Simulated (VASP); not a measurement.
# Bi (C2/c) in VASP: a series of runs

Runs on Bi. Level: PBEsol. Tasks: single point.

All numbers are computed with VASP 6.6.1; they aren't measurements. Logs are shortened: lines on timing, memory, paths and dates and some standing lists are left out, and cuts for length are marked.

### Step 1. The cell of the first run

The structure is monoclinic, space group C2/c (No. 15). Conventional cell: a = 3.364 Å, b = 8.985 Å, c = 4.711 Å, α = 90.00°, β = 109.10°, γ = 90.00°. Bi (site symmetry 2) has 10 Bi at 3.26 to 4.09 Å within 4.3 Å.

### Step 2. Single point, PBEsol (33.64 Å³/atom)

INCAR

```
SYSTEM = Bi
ALGO = Normal ; EDIFF = 1E-6
ENCUT = 520 ; GGA = PS
ISIF = 2 ; ISMEAR = -1
LASPH = .TRUE. ; LCHARG = .FALSE.
LREAL = .FALSE. ; LWAVE = .FALSE.
NBANDS = 22 ; NELM = 60
PREC = Accurate ; SIGMA = 0.1
```

KPOINTS

```
k-points
0
G
  12 12 8
  0 0 0
```

POSCAR

```
Bi
1.0
   -3.1575716840      3.1955512536      1.6818209235
    3.1955512536     -3.1575716840      1.6818209235
    3.1297994704      3.1297994704     -1.6122612722
Bi
2
Direct
    0.0004286420      0.9995713580      1.0000000000
    0.7495713580      0.2504286420      0.5000000000
```

Potentials or basis: VASP PAW PBE potentials, release 64 (Bi_d).

Launch:

```
cat potpaw_PBE.64/Bi_d/POTCAR > POTCAR
mpirun -np 1 vasp_std > vasp.out
```

OUTCAR:

```text
SYSTEM = Bi
   EDIFF = 1E-6
   ENCUT = 520
   GGA = PS
   ISIF = 2
   ISMEAR = -1
   LASPH = .TRUE.
   LREAL = .FALSE.
   NELM = 60
   PREC = Accurate

 ion  position               nearest neighbor table
   1  0.000  1.000  0.000-   2 3.26   2 3.26   2 3.29   2 3.29
   2  0.750  0.250  0.500-   1 3.26   1 3.26   1 3.29   1 3.29

  LATTYP: Found a base centered monoclinic cell.
 ALAT       =     3.3640706548
 B/A-ratio  =     2.6707740544
 C/A-ratio  =     1.4002969931
 COS(beta)  =    -0.3272097573

  Lattice vectors:

 A1 = (  -3.1575716840,   3.1955512536,   1.6818209235)
 A2 = (   3.1955512536,  -3.1575716840,   1.6818209235)
 A3 = (   3.1297994704,   3.1297994704,  -1.6122612722)

Analysis of symmetry for initial positions (statically):
=====================================================================
 Subroutine PRICEL returns:
 Original cell was already a primitive cell.

 Routine SETGRP: Setting up the symmetry group for a
 base centered monoclinic supercell.

 Subroutine GETGRP returns: Found  4 space group operations
 (whereof  2 operations were pure point group operations)
 out of a pool of  4 trial point group operations.

The static configuration has the point symmetry C_2 .
 The point group associated with its full space group is C_2h.

Analysis of symmetry for dynamics (positions and initial velocities):
=====================================================================
 Subroutine PRICEL returns:
 Original cell was already a primitive cell.

 Routine SETGRP: Setting up the symmetry group for a
 base centered monoclinic supercell.

 Subroutine GETGRP returns: Found  4 space group operations
 (whereof  2 operations were pure point group operations)
 out of a pool of  4 trial point group operations.

The dynamic configuration has the point symmetry C_2 .
 The point group associated with its full space group is C_2h.

 Subroutine INISYM returns: Found  4 space group operations
 (whereof  2 operations are pure point group operations),
 and found     1 'primitive' translations

----------------------------------------------------------------------------------------

                                     Primitive cell

  volume of cell :      67.2717

  direct lattice vectors                    reciprocal lattice vectors
    -3.157571684  3.195551254  1.681820923    -0.002570646  0.154832258  0.295577596
     3.195551254 -3.157571684  1.681820923     0.154832258 -0.002570646  0.295577596
     3.129799470  3.129799470 -1.612261272     0.158830810  0.158830810 -0.003586782

  length of vectors
     4.796908210  4.796908210  4.710698023     0.333685108  0.333685108  0.224649321

  position of ions in fractional coordinates (direct lattice)
     0.000428642  0.999571358  0.000000000
     0.749571358  0.250428642  0.500000000

  ion indices of the primitive-cell ions
   primitive index   ion index
                 1           1
                 2           2

----------------------------------------------------------------------------------------

 KPOINTS: k-points

Automatic generation of k-mesh.
 Grid dimensions read from file:
 generate k-points for:   12   12    8

 Generating k-lattice:

  Cartesian coordinates                     Fractional coordinates (reciprocal lattice)
    -0.000214221  0.012902688  0.024631466     0.083333333  0.000000000  0.000000000
     0.012902688 -0.000214221  0.024631466     0.000000000  0.083333333  0.000000000
     0.019853851  0.019853851 -0.000448348     0.000000000  0.000000000  0.125000000

  Length of vectors
     0.027807092  0.027807092  0.028081165

  Shift w.r.t. Gamma in fractional coordinates (k-lattice)
     0.000000000  0.000000000  0.000000000

 Subroutine IBZKPT returns following result:
 ===========================================

 Found    320 irreducible k-points:

 Following reciprocal coordinates:
            Coordinates               Weight
  0.000000  0.000000  0.000000      1.000000
  0.083333  0.000000  0.000000      4.000000
  0.166667  0.000000 -0.000000      4.000000
  0.250000  0.000000 -0.000000      4.000000
  0.333333  0.000000  0.000000      4.000000
  0.416667  0.000000 -0.000000      4.000000
[... 16 lines left out ...]
  0.500000  0.166667 -0.000000      4.000000
 -0.416667  0.166667  0.000000      4.000000
 [... further k-points ...]
   k-points           NKPTS =    320   k-points in BZ     NKDIM =    320   number of bands    NBANDS=     22
   number of dos      NEDOS =    301   number of ions     NIONS =      2
   total plane-waves  NPLWV =  46656
   dimension x,y,z NGX =    36 NGY =   36 NGZ =   36
   dimension x,y,z NGXF=    72 NGYF=   72 NGZF=   72
   ions per type =               2
   NGX,Y,Z   is equivalent  to a cutoff of  12.48, 12.48, 12.70 a.u.
   NGXF,Y,Z  is equivalent  to a cutoff of  24.95, 24.95, 25.41 a.u.
 SYSTEM =  Bi
   PREC   = accura    normal or accurate (medium, high low for compatibility)
   ISTART =      0    job   : 0-new  1-cont  2-samecut
   ICHARG =      2    charge: 1-file 2-atom 10-const
   ISPIN  =      1    spin polarized calculation?
   LNONCOLLINEAR =      F non collinear calculations
   LSORBIT =      F    spin-orbit coupling
   LASPH  =      T    aspherical Exc in radial PAW
   ENCUT  =  520.0 eV  38.22 Ry    6.18 a.u.   8.92  8.92  8.76*2*pi/ulx,y,z
   NELM   =     60;   NELMIN=  2; NELMDL= -5     # of ELM steps
   EDIFF  = 0.1E-05   stopping-criterion for ELM
   LREAL  =      F    real-space projection
   EDIFFG = 0.1E-04   stopping-criterion for IOM
   NSW    =      0    number of steps for IOM
   IBRION =     -1    ionic relax: 0-MD 1-quasi-New 2-CG
   NFREE  =      0    steps in history (QN), initial steepest desc. (CG)
   ISIF   =      2    stress and relaxation
   ISYM   =      2    0-nonsym 1-usesym 2-fastsym
   POTIM  = 0.5000    time-step for ionic-motion
   TEBEG  =    0.0;   TEEND  =   0.0 temperature during run
   PSTRESS=    0.0 pullay stress
   NELECT =      30.0000    total number of electrons
   NUPDOWN=      -1.0000    fix difference up-down
   EMIN   =  10.00;   EMAX   =-10.00  energy-range for DOS
   EFERMI =   0.00;   METHOD = LEGACY
   ISMEAR =    -1;   SIGMA  =   0.10  broadening in eV -4-tet -1-fermi 0-gaus
   EFERMI_NEDOS =   21; number of points for ismear=-14 and -15
   IALGO  =     38    algorithm
   IMIX   =      4    mixing-type and parameters
     AMIX     =   0.40;   BMIX     =  1.00
     AMIX_MAG =   1.60;   BMIX_MAG =  1.00
  volume/ion in A,a.u.               =      33.64       226.99
  Fermi-wavevector in a.u.,A,eV,Ry     =   1.250752  2.363578 21.284686  1.564380
  Thomas-Fermi vector in A             =   2.384731
   LORBIT       =      0    0 simple, 1 ext, 2 COOP (PROOUT), +10 PAW based schemes
   GGA     = PS    functional components
   LHFCALC =     F    Hartree Fock is set to
   AEXX    =    0.0000 exact exchange contribution
   IVDW    =     0    specifies the selected vdW correction
   LEPSILON=     F    determine dielectric tensor
   LRPA    =     F    only Hartree local field effects (RPA)
 non-spin polarized calculation
  energy-cutoff  :      520.00
  volume of cell :       67.27
 maximum number of plane-waves:      1836
   NGX = 17   NGY = 17   NGZ = 17

 number of electron      30.0000000 magnetization

 Free energy of the ion-electron system (eV)
  ---------------------------------------------------
  ext. energy  EPLUGINS =         0.00000000
  ---------------------------------------------------
  free energy    TOTEN  =        -8.56219424 eV

  energy without entropy =       -8.52257174  energy(sigma->0) =       -8.54238299

 E-fermi :   6.7326     XC(G=0):  -9.9946

 val. band max:        6.7287147868   @ k =  -0.2500   0.0833   0.3750
 cond. band min:       6.7389763898   @ k =   0.2500   0.0000   0.5000
 fundamental gap:      0.0102616030
 Fermi energy:         6.7326189216

 k-point     1 :       0.0000    0.0000    0.0000
  band No.  band energies     occupation
      1     -16.1742      2.00000
      2     -16.1286      2.00000
      3     -16.0816      2.00000
      4     -16.0714      2.00000
      5     -15.9566      2.00000
      6     -15.9558      2.00000
[... 14 lines left out ...]
     21      15.1652      0.00000
     22      15.7494      0.00000

 k-point     2 :       0.0833    0.0000    0.0000
  band No.  band energies     occupation
      1     -16.1710      2.00000
      2     -16.1158      2.00000
      3     -16.0683      2.00000
      4     -16.0672      2.00000
      5     -15.9631      2.00000
      6     -15.9611      2.00000
[... 14 lines left out ...]
     21      15.0422      0.00000
     22      15.2021      0.00000

 k-point     3 :       0.1667    0.0000   -0.0000
  band No.  band energies     occupation
      1     -16.1612      2.00000
      2     -16.0822      2.00000
      3     -16.0597      2.00000
      4     -16.0328      2.00000
      5     -15.9792      2.00000
      6     -15.9677      2.00000
[... 14 lines left out ...]
     21      14.0199      0.00000
     22      14.9001      0.00000

 k-point     4 :       0.2500    0.0000   -0.0000
  band No.  band energies     occupation
      1     -16.1471      2.00000
      2     -16.0481      2.00000
      3     -16.0448      2.00000
      4     -16.0141      2.00000
      5     -15.9983      2.00000
      6     -15.9730      2.00000
[... 14 lines left out ...]
     21      13.5620      0.00000
     22      15.3925      0.00000

 k-point     5 :       0.3333    0.0000    0.0000
  band No.  band energies     occupation
      1     -16.1330      2.00000
      2     -16.0402      2.00000
      3     -16.0339      2.00000
      4     -16.0233      2.00000
      5     -16.0113      2.00000
      6     -15.9872      2.00000
[... 417 lines left out ...]
 k-point    22 :       0.4167    0.1667    0.0000
  band No.  band energies     occupation
      1     -16.1152      2.00000
      2     -16.0627      2.00000
      3     -16.0410      2.00000
      4     -16.0131      2.00000
      5     -16.0087      2.00000
      6     -15.9835      2.00000
[... 14 lines left out ...]
     21      13.9103      0.00000
     22      15.6719      0.00000

 k-point    23 :       0.5000    0.1667   -0.0000
  band No.  band energies     occupation
      1     -16.1123      2.00000
      2     -16.0558      2.00000
      3     -16.0384      2.00000
      4     -16.0186      2.00000
      5     -16.0003      2.00000
      6     -15.9830      2.00000
[... 14 lines left out ...]
     21      14.2489      0.00000
     22      15.2013      0.00000

 k-point    24 :      -0.4167    0.1667    0.0000
  band No.  band energies     occupation
      1     -16.1194      2.00000
      2     -16.0525      2.00000
      3     -16.0432      2.00000
      4     -16.0272      2.00000
      5     -15.9961      2.00000
      6     -15.9768      2.00000
[... 14 lines left out ...]
     21      14.2498      0.00000
     22      16.7843      0.00000

 [... further k-points ...]

------------------------ aborting loop because EDIFF is reached ----------------------------------------

  FORCE on cell =-STRESS in cart. coord.  units (eV):
  Direction    XX          YY          ZZ          XY          YZ          ZX
  --------------------------------------------------------------------------------------
  -------------------------------------------------------------------------------------
  Total       -0.8270572     -0.8270572     -0.8194732      0.0777277     -0.0609925     -0.0609925
  in kB      -19.6976259    -19.6976259    -19.5170012      1.8512037     -1.4526290     -1.4526288
  external PRESSURE =     -19.6374177 kB  Pullay stress =       0.0000000 kB

 VOLUME and BASIS-vectors are now :
 -----------------------------------------------------------------------------
  energy-cutoff  :      520.00
  volume of cell :       67.27
      direct lattice vectors                 reciprocal lattice vectors
    -3.157571684  3.195551254  1.681820923    -0.002570646  0.154832258  0.295577596
     3.195551254 -3.157571684  1.681820923     0.154832258 -0.002570646  0.295577596
     3.129799470  3.129799470 -1.612261272     0.158830810  0.158830810 -0.003586782

 POSITION                                       TOTAL-FORCE (eV/Angst)
 -----------------------------------------------------------------------------------
      3.19283     -3.15485      1.68182         0.002906     -0.002906      0.000000
     -0.00167      3.16945      0.87569        -0.002906      0.002906     -0.000000
 -----------------------------------------------------------------------------------
    total drift:                                0.000000      0.000000     -0.000000

  FREE ENERGIE OF THE ION-ELECTRON SYSTEM (eV)
  ---------------------------------------------------
  free  energy   TOTEN  =        -8.5621942390 eV

  energy  without entropy=       -8.5225717399  energy(sigma->0) =       -8.54238299
```

It took 6.1 min on 1 thread of Oxide Virtual Turin-like, shared host; peak memory 0.44 GiB.

Results:

- Free energy: -8.5622 eV
- Pressure: -2.0 GPa
- Largest force: 0.004 eV/Å
- Band gap on the k mesh: zero (bands 15 and 16 overlap by 5.27 eV)

Forces in eV/Å, atoms in the order of the input:
```
Bi   0.003 -0.003  0.000
Bi  -0.003  0.003  0.000
```

Stress tensor (GPa, compression positive):
```
-1.97  0.19 -0.15
 0.19 -1.97 -0.15
-0.15 -0.15 -1.95
```

Caveat: the PAW data sets were made with another functional, which shifts forces and pressure a little; spin-orbit coupling is left out, which moves the levels of the heavy elements.

### Step 3. Single point, PBEsol (36.22 Å³/atom)

This run uses another cell than the first one, of 36.22 Å³/atom.

INCAR

```
SYSTEM = Bi
ALGO = Normal
EDIFF = 1E-7
ENCUT = 520
GGA = PS
ISIF = 2
ISMEAR = -1
LASPH = .True.
LCHARG = .False.
LREAL = .False.
LWAVE = .False.
NBANDS = 22
NELM = 100
PREC = Accurate
SIGMA = 0.1
```

KPOINTS

```
k-points
0
Gamma
  12 12 8
  0 0 0
```

POSCAR

```
Bi
1.0
   -3.2365434864      3.2754729362      1.7238837625
    3.2754729362     -3.2365434864      1.7238837625
    3.2080766815      3.2080766815     -1.6525844038
Bi
2
Direct
    0.0004286420      0.9995713580      1.0000000000
    0.7495713580      0.2504286420      0.5000000000
```

Potentials or basis: VASP PAW PBE potentials, release 64 (Bi_d).

Launch:

```
cat potpaw_PBE.64/Bi_d/POTCAR > POTCAR
mpirun -np 1 vasp_std > vasp.out
```

It took 8.2 min on 1 thread of Oxide Virtual Turin-like, shared host; peak memory 0.48 GiB.

Results (log left out):

```yaml
Free_energy: -8.4519 eV
Pressure: -4.8 GPa
Largest_force: 0.016 eV/Å
Band_gap_on_the_k_mesh: zero (bands 15 and 16 overlap by 4.89 eV)
```

Forces on the atoms (eV/Å):
```
Bi   0.011 -0.011  0.000
Bi  -0.011  0.011  0.000
```

Stress tensor (GPa, compression positive):
```
-4.81  0.17 -0.13
 0.17 -4.81 -0.13
-0.13 -0.13 -4.82
```

Levels at points of the mesh, in eV from the Fermi level:
```
           k point  band 12  band 13  band 14  band 15  band 16  band 17  band 18  band 19
(0.00, 0.00, 0.00)    -9.20    -2.74    -2.65     2.92     3.20     3.24     3.86     3.91
(0.50, 0.00, 0.00)    -9.15    -3.80    -2.51    -1.84     0.82     1.69     1.71     5.73
(0.50, 0.50, 0.00)   -11.30    -0.90    -0.85    -0.68    -0.67     3.38     3.84     7.62
(0.00, 0.00, 0.50)   -11.29    -0.95    -0.95    -0.73    -0.73     3.59     3.59     7.86
(0.50, 0.00, 0.50)    -9.20    -3.79    -2.55    -1.96     0.49     1.61     1.79     5.65
(0.50, 0.50, 0.50)   -10.94    -4.56    -4.56     3.11     3.11     5.02     5.02     9.02
```

Caveat: the cell stands under tension; the PAW data sets were made with another functional, which shifts forces and pressure a little; spin-orbit coupling is left out, which moves the levels of the heavy elements.
